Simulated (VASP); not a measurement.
# KI in VASP: a series of runs

Runs on KI. Level: PBE. Tasks: single point.

Program: VASP 6.6.1. These are calculated values, not measurements. Logs are shortened: lines on timing, memory, paths and dates and some standing lists are left out, and cuts for length are marked.

## (1) The cell of the first run

It takes space group Fm-3m (No. 225, cubic). Conventional cell: a = 7.402 Å, b = 7.402 Å, c = 7.402 Å, α = 90.00°, β = 90.00°, γ = 90.00°. Within 4.9 Å of K (site symmetry m-3m) lie 6 I at 3.70 Å. Within 4.9 Å of I (site symmetry m-3m) lie 6 K at 3.70 Å.

## (2) Single point, PBE (strain +0.050 along x and y, +0.050 along z)

INCAR

```
SYSTEM = KI
  PREC = Accurate
  ENCUT = 520
  EDIFF = 1E-6
  ISMEAR = 0
  SIGMA = 0.05
  LREAL = .False.
  LASPH = .True.
  NELM = 60
  ALGO = Normal
  ISIF = 2
  LWAVE = .False.
  LCHARG = .False.
  GGA = PE
  NBANDS = 15
```

KPOINTS

```
Automatic mesh
0
Gamma
  6 6 6
  0 0 0
```

POSCAR

```
KI
1.0
    0.0000000000      3.7007775000      3.7007775000
    3.7007775000      0.0000000000      3.7007775000
    3.7007775000      3.7007775000      0.0000000000
K I
1 1
Direct
    0.0000000000      0.0000000000      0.0000000000
    0.5000000000      0.5000000000      0.5000000000
```

Potentials or basis: VASP PAW PBE potentials, release 64 (K_sv, I).

Started as:

```
$ cat potpaw_PBE.64/K_sv/POTCAR potpaw_PBE.64/I/POTCAR > POTCAR
$ mpirun -np 1 vasp_std > vasp.out
```

OUTCAR:

```text
SYSTEM = KI
   PREC = Accurate
   ENCUT = 520
   EDIFF = 1E-6
   ISMEAR = 0
   LREAL = .False.
   LASPH = .True.
   NELM = 60
   ISIF = 2
   GGA = PE

 ion  position               nearest neighbor table
   1  0.000  0.000  0.000-
   2  0.500  0.500  0.500-

  LATTYP: Found a face centered cubic cell.
 ALAT       =     7.4015550000

  Lattice vectors:

 A1 = (   0.0000000000,   3.7007775000,   3.7007775000)
 A2 = (   3.7007775000,   0.0000000000,   3.7007775000)
 A3 = (   3.7007775000,   3.7007775000,   0.0000000000)

Analysis of symmetry for initial positions (statically):
=====================================================================
 Subroutine PRICEL returns:
 Original cell was already a primitive cell.

 Routine SETGRP: Setting up the symmetry group for a
 face centered cubic supercell.

 Subroutine GETGRP returns: Found 48 space group operations
 (whereof 48 operations were pure point group operations)
 out of a pool of 48 trial point group operations.

The static configuration has the point symmetry O_h .

Analysis of symmetry for dynamics (positions and initial velocities):
=====================================================================
 Subroutine PRICEL returns:
 Original cell was already a primitive cell.

 Routine SETGRP: Setting up the symmetry group for a
 face centered cubic supercell.

 Subroutine GETGRP returns: Found 48 space group operations
 (whereof 48 operations were pure point group operations)
 out of a pool of 48 trial point group operations.

The dynamic configuration has the point symmetry O_h .

 Subroutine INISYM returns: Found 48 space group operations
 (whereof 48 operations are pure point group operations),
 and found     1 'primitive' translations

----------------------------------------------------------------------------------------

                                     Primitive cell

  volume of cell :     101.3699

  direct lattice vectors                    reciprocal lattice vectors
     0.000000000  3.700777500  3.700777500    -0.135106744  0.135106744  0.135106744
     3.700777500  0.000000000  3.700777500     0.135106744 -0.135106744  0.135106744
     3.700777500  3.700777500  0.000000000     0.135106744  0.135106744 -0.135106744

  length of vectors
     5.233689732  5.233689732  5.233689732     0.234011746  0.234011746  0.234011746

  position of ions in fractional coordinates (direct lattice)
     0.000000000  0.000000000  0.000000000
     0.500000000  0.500000000  0.500000000

  ion indices of the primitive-cell ions
   primitive index   ion index
                 1           1
                 2           2

----------------------------------------------------------------------------------------

 KPOINTS: Automatic mesh

Automatic generation of k-mesh.
 Grid dimensions read from file:
 generate k-points for:    6    6    6

 Generating k-lattice:

  Cartesian coordinates                     Fractional coordinates (reciprocal lattice)
    -0.022517791  0.022517791  0.022517791     0.166666667  0.000000000  0.000000000
     0.022517791 -0.022517791  0.022517791     0.000000000  0.166666667  0.000000000
     0.022517791  0.022517791 -0.022517791     0.000000000  0.000000000  0.166666667

  Length of vectors
     0.039001958  0.039001958  0.039001958

  Shift w.r.t. Gamma in fractional coordinates (k-lattice)
     0.000000000  0.000000000  0.000000000

 Subroutine IBZKPT returns following result:
 ===========================================

 Found     16 irreducible k-points:

 Following reciprocal coordinates:
            Coordinates               Weight
  0.000000  0.000000  0.000000      1.000000
  0.166667  0.000000  0.000000      8.000000
  0.333333  0.000000  0.000000      8.000000
  0.500000  0.000000  0.000000      4.000000
  0.166667  0.166667  0.000000      6.000000
  0.333333  0.166667  0.000000     24.000000
[... 8 lines left out ...]
 -0.333333  0.333333  0.166667     24.000000
 -0.333333  0.500000  0.166667     12.000000
   k-points           NKPTS =     16   k-points in BZ     NKDIM =     16   number of bands    NBANDS=     15
   number of dos      NEDOS =    301   number of ions     NIONS =      2
   total plane-waves  NPLWV =  64000
   dimension x,y,z NGX =    40 NGY =   40 NGZ =   40
   dimension x,y,z NGXF=    80 NGYF=   80 NGZF=   80
   ions per type =               1   1
   NGX,Y,Z   is equivalent  to a cutoff of  12.71, 12.71, 12.71 a.u.
   NGXF,Y,Z  is equivalent  to a cutoff of  25.41, 25.41, 25.41 a.u.
 SYSTEM =  KI
   PREC   = accura    normal or accurate (medium, high low for compatibility)
   ISTART =      0    job   : 0-new  1-cont  2-samecut
   ICHARG =      2    charge: 1-file 2-atom 10-const
   ISPIN  =      1    spin polarized calculation?
   LNONCOLLINEAR =      F non collinear calculations
   LSORBIT =      F    spin-orbit coupling
   LASPH  =      T    aspherical Exc in radial PAW
   ENCUT  =  520.0 eV  38.22 Ry    6.18 a.u.   9.73  9.73  9.73*2*pi/ulx,y,z
   NELM   =     60;   NELMIN=  2; NELMDL= -5     # of ELM steps
   EDIFF  = 0.1E-05   stopping-criterion for ELM
   LREAL  =      F    real-space projection
   EDIFFG = 0.1E-04   stopping-criterion for IOM
   NSW    =      0    number of steps for IOM
   IBRION =     -1    ionic relax: 0-MD 1-quasi-New 2-CG
   NFREE  =      0    steps in history (QN), initial steepest desc. (CG)
   ISIF   =      2    stress and relaxation
   ISYM   =      2    0-nonsym 1-usesym 2-fastsym
   POTIM  = 0.5000    time-step for ionic-motion
   TEBEG  =    0.0;   TEEND  =   0.0 temperature during run
   PSTRESS=    0.0 pullay stress
   NELECT =      16.0000    total number of electrons
   NUPDOWN=      -1.0000    fix difference up-down
   EMIN   =  10.00;   EMAX   =-10.00  energy-range for DOS
   EFERMI =   0.00;   METHOD = LEGACY
   ISMEAR =     0;   SIGMA  =   0.05  broadening in eV -4-tet -1-fermi 0-gaus
   EFERMI_NEDOS =   21; number of points for ismear=-14 and -15
   IALGO  =     38    algorithm
   IMIX   =      4    mixing-type and parameters
     AMIX     =   0.40;   BMIX     =  1.00
     AMIX_MAG =   1.60;   BMIX_MAG =  1.00
  volume/ion in A,a.u.               =      50.68       342.04
  Fermi-wavevector in a.u.,A,eV,Ry     =   0.884732  1.671901 10.649976  0.782751
  Thomas-Fermi vector in A             =   2.005672
   LORBIT       =      0    0 simple, 1 ext, 2 COOP (PROOUT), +10 PAW based schemes
   GGA     = PE    functional components
   LHFCALC =     F    Hartree Fock is set to
   AEXX    =    0.0000 exact exchange contribution
   IVDW    =     0    specifies the selected vdW correction
   LEPSILON=     F    determine dielectric tensor
   LRPA    =     F    only Hartree local field effects (RPA)
 non-spin polarized calculation
 Gauss-broadening in eV      SIGMA  =   0.05
  energy-cutoff  :      520.00
  volume of cell :      101.37
 maximum number of plane-waves:      2764
   NGX = 19   NGY = 19   NGZ = 19

 number of electron      15.9999998 magnetization

 Free energy of the ion-electron system (eV)
  ---------------------------------------------------
  ext. energy  EPLUGINS =         0.00000000
  ---------------------------------------------------
  free energy    TOTEN  =        -5.54372998 eV

  energy without entropy =       -5.54372998  energy(sigma->0) =       -5.54372998

 E-fermi :  -0.8275     XC(G=0):  -6.6489

 val. band max:       -1.0692459711   @ k =   0.0000   0.0000   0.0000
 cond. band min:       2.5958061819   @ k =   0.0000   0.0000   0.0000
 fundamental gap:      3.6650521530
 Fermi energy:        -0.8275402062

 k-point     1 :       0.0000    0.0000    0.0000
  band No.  band energies     occupation
      1     -29.8465      2.00000
      2     -13.3186      2.00000
      3     -13.3186      2.00000
      4     -13.3186      2.00000
      5     -11.3909      2.00000
      6      -1.0692      2.00000
      7      -1.0692      2.00000
      8      -1.0692      2.00000
      9       2.5958      0.00000
     10       5.4471      0.00000
     11       5.4471      0.00000
     12       5.4471      0.00000
     13       6.0768      0.00000
     14       6.0768      0.00000
     15       8.5258      0.00000

 k-point     2 :       0.1667    0.0000    0.0000
  band No.  band energies     occupation
      1     -29.8463      2.00000
      2     -13.3350      2.00000
      3     -13.3190      2.00000
      4     -13.3190      2.00000
      5     -11.3547      2.00000
      6      -1.3918      2.00000
      7      -1.1320      2.00000
      8      -1.1320      2.00000
      9       3.1434      0.00000
     10       5.3323      0.00000
     11       5.7001      0.00000
     12       5.7001      0.00000
     13       6.3239      0.00000
     14       6.3239      0.00000
     15       9.2385      0.00000

 k-point     3 :       0.3333    0.0000    0.0000
  band No.  band energies     occupation
      1     -29.8459      2.00000
      2     -13.3662      2.00000
      3     -13.3199      2.00000
      4     -13.3199      2.00000
      5     -11.2828      2.00000
      6      -1.8929      2.00000
      7      -1.2504      2.00000
      8      -1.2504      2.00000
      9       4.0155      0.00000
     10       5.6124      0.00000
     11       6.2943      0.00000
     12       6.2943      0.00000
     13       7.0024      0.00000
     14       7.0024      0.00000
     15       8.0271      0.00000
[... 199 lines left out ...]
 k-point    15 :      -0.3333    0.3333    0.1667
  band No.  band energies     occupation
      1     -29.8454      2.00000
      2     -13.3554      2.00000
      3     -13.3315      2.00000
      4     -13.3264      2.00000
      5     -11.2665      2.00000
      6      -1.8256      2.00000
      7      -1.5658      2.00000
      8      -1.4023      2.00000
      9       5.0403      0.00000
     10       5.3886      0.00000
     11       5.5365      0.00000
     12       6.7675      0.00000
     13       7.3251      0.00000
     14       7.7939      0.00000
     15       8.3227      0.00000

 k-point    16 :      -0.3333    0.5000    0.1667
  band No.  band energies     occupation
      1     -29.8453      2.00000
      2     -13.3388      2.00000
      3     -13.3370      2.00000
      4     -13.3318      2.00000
      5     -11.2792      2.00000
      6      -1.7604      2.00000
      7      -1.5121      2.00000
      8      -1.4843      2.00000
      9       4.6461      0.00000
     10       4.9390      0.00000
     11       6.0608      0.00000
     12       6.7602      0.00000
     13       7.1983      0.00000
     14       8.1990      0.00000
     15       8.4461      0.00000

------------------------ aborting loop because EDIFF is reached ----------------------------------------

  FORCE on cell =-STRESS in cart. coord.  units (eV):
  Direction    XX          YY          ZZ          XY          YZ          ZX
  --------------------------------------------------------------------------------------
  -------------------------------------------------------------------------------------
  Total       -0.4742150     -0.4742150     -0.4742150      0.0000000     -0.0000000      0.0000000
  in kB       -7.4950919     -7.4950919     -7.4950919      0.0000000     -0.0000000      0.0000000
  external PRESSURE =      -7.4950919 kB  Pullay stress =       0.0000000 kB

 VOLUME and BASIS-vectors are now :
 -----------------------------------------------------------------------------
  energy-cutoff  :      520.00
  volume of cell :      101.37
      direct lattice vectors                 reciprocal lattice vectors
     0.000000000  3.700777500  3.700777500    -0.135106744  0.135106744  0.135106744
     3.700777500  0.000000000  3.700777500     0.135106744 -0.135106744  0.135106744
     3.700777500  3.700777500  0.000000000     0.135106744  0.135106744 -0.135106744

 POSITION                                       TOTAL-FORCE (eV/Angst)
 -----------------------------------------------------------------------------------
      0.00000      0.00000      0.00000         0.000000      0.000000     -0.000000
      3.70078      3.70078      3.70078        -0.000000     -0.000000      0.000000
 -----------------------------------------------------------------------------------
    total drift:                                0.000000     -0.000000     -0.000000

  FREE ENERGIE OF THE ION-ELECTRON SYSTEM (eV)
  ---------------------------------------------------
  free  energy   TOTEN  =        -5.5437299803 eV

  energy  without entropy=       -5.5437299803  energy(sigma->0) =       -5.54372998
```

Run time: 38 s. Hardware: 1 thread of AMD EPYC 7R43 (Zen 3), shared host; peak memory 0.21 GiB.

Results:

```
Free energy            : -5.5437 eV
Pressure               : -0.7 GPa
Band gap on the k mesh : 3.67 eV, direct
```

Levels at points of the mesh, in eV from the valence-band top:
```tsv
k point	band 4	band 5	band 6	band 7	band 8	band 9	band 10	band 11	band 12	band 13
(0.00, 0.00, 0.00)	-12.25	-10.32	0.00	0.00	0.00	3.67	6.52	6.52	6.52	7.15
(0.50, 0.00, 0.00)	-12.25	-10.18	-1.03	-0.24	-0.24	5.36	7.23	7.85	7.85	8.43
(0.50, 0.50, 0.00)	-12.26	-10.23	-0.80	-0.29	-0.29	5.12	5.44	7.92	8.13	8.26
```

Caveat: the cell differs from its parent crystal (strain +0.050 along x and y, +0.050 along z); spin-orbit coupling is left out, which moves the levels of the heavy elements.

## (3) Single point, PBE (strain -0.050 along x and y, -0.025 along z)

INCAR

```
SYSTEM = KI
PREC     = Accurate       ! precision mode
ENCUT    = 520            ! plane-wave cutoff, eV
EDIFF    = 1E-6           ! SCF threshold, eV
ISMEAR   = 0              ! smearing method
SIGMA    = 0.05           ! smearing width, eV
LREAL    = .FALSE.        ! projectors in reciprocal space
LASPH    = .TRUE.         ! aspherical terms in the spheres
NELM     = 100            ! most SCF steps
ALGO     = Normal         ! electronic algorithm
ISIF     = 2              ! what is computed and relaxed
LWAVE    = .FALSE.        ! write WAVECAR
LCHARG   = .FALSE.        ! write CHGCAR
GGA      = PE             ! functional
NBANDS   = 15             ! bands
```

KPOINTS

```
regular mesh
0
G
  6 6 6
  0 0 0
```

POSCAR

```
KI
1.0
    0.0000000000      3.3483225000      3.4364362500
    3.3483225000      0.0000000000      3.4364362500
    3.3483225000      3.3483225000      0.0000000000
K I
1 1
Direct
    0.0000000000      0.0000000000      0.0000000000
    0.5000000000      0.5000000000      0.5000000000
```

Potentials or basis: VASP PAW PBE potentials, release 64 (K_sv, I).

Started as:

```
$ cat potpaw_PBE.64/K_sv/POTCAR potpaw_PBE.64/I/POTCAR > POTCAR
$ mpirun -np 1 vasp_std > vasp.out
```

OUTCAR:

```text
SYSTEM = KI
   PREC = Accurate
   ENCUT = 520
   EDIFF = 1E-6
   ISMEAR = 0
   LREAL = .FALSE.
   LASPH = .TRUE.
   NELM = 100
   ISIF = 2
   GGA = PE

 ion  position               nearest neighbor table
   1  0.000  0.000  0.000-   2 3.35   2 3.35   2 3.35   2 3.35   2 3.44   2 3.44
   2  0.500  0.500  0.500-   1 3.35   1 3.35   1 3.35   1 3.35   1 3.44   1 3.44

  LATTYP: Found a body centered tetragonal cell.
 ALAT       =     4.7352430907
 C/A-ratio  =     1.4514297088

  Lattice vectors:

 A1 = (  -3.3483225000,   0.0000000000,   3.4364362500)
[... 619 lines left out ...]

  FORCE on cell =-STRESS in cart. coord.  units (eV):
  Direction    XX          YY          ZZ          XY          YZ          ZX
  --------------------------------------------------------------------------------------
  -------------------------------------------------------------------------------------
  Total        1.7139326      1.7139326      1.1007317      0.0000000      0.0000000      0.0000000
  in kB       35.6378489     35.6378489     22.8875441      0.0000000      0.0000000      0.0000000
  external PRESSURE =      31.3877473 kB  Pullay stress =       0.0000000 kB

 VOLUME and BASIS-vectors are now :
 -----------------------------------------------------------------------------
  energy-cutoff  :      520.00
  volume of cell :       77.05
      direct lattice vectors                 reciprocal lattice vectors
     0.000000000  3.348322500  3.436436250    -0.149328507  0.149328507  0.145499571
     3.348322500  0.000000000  3.436436250     0.149328507 -0.149328507  0.145499571
     3.348322500  3.348322500  0.000000000     0.149328507  0.149328507 -0.145499571

 POSITION                                       TOTAL-FORCE (eV/Angst)
 -----------------------------------------------------------------------------------
      0.00000      0.00000      0.00000        -0.000000      0.000000      0.000000
      3.34832      3.34832      3.43644         0.000000     -0.000000      0.000000
 -----------------------------------------------------------------------------------
    total drift:                                0.000000      0.000000      0.000000

  FREE ENERGIE OF THE ION-ELECTRON SYSTEM (eV)
  ---------------------------------------------------
  free  energy   TOTEN  =        -5.4316808099 eV

  energy  without entropy=       -5.4316808099  energy(sigma->0) =       -5.43168081
```

stdout:

```text
POSCAR found type information on POSCAR K I
 POSCAR found :  2 types and       2 ions
 scaLAPACK will be used
 LDA part: xc-table for (Slater+PW92), standard interpolation
 POSCAR, INCAR and KPOINTS ok, starting setup
 FFT: planning ... GRIDC
 FFT: planning ... GRID_SOFT
 FFT: planning ... GRID
 WAVECAR not read
 entering main loop
```

Run time: 53 s. Hardware: 1 thread of AMD EPYC 7R43 (Zen 3), shared host; peak memory 0.18 GiB.

What came out:

```yaml
Free_energy: -5.4317 eV
Pressure: 3.1 GPa
Band_gap_on_the_k_mesh: 4.29 eV, direct
```

Caveat: the cell differs from its parent crystal (strain -0.050 along x and y, -0.025 along z); spin-orbit coupling is left out, which moves the levels of the heavy elements.
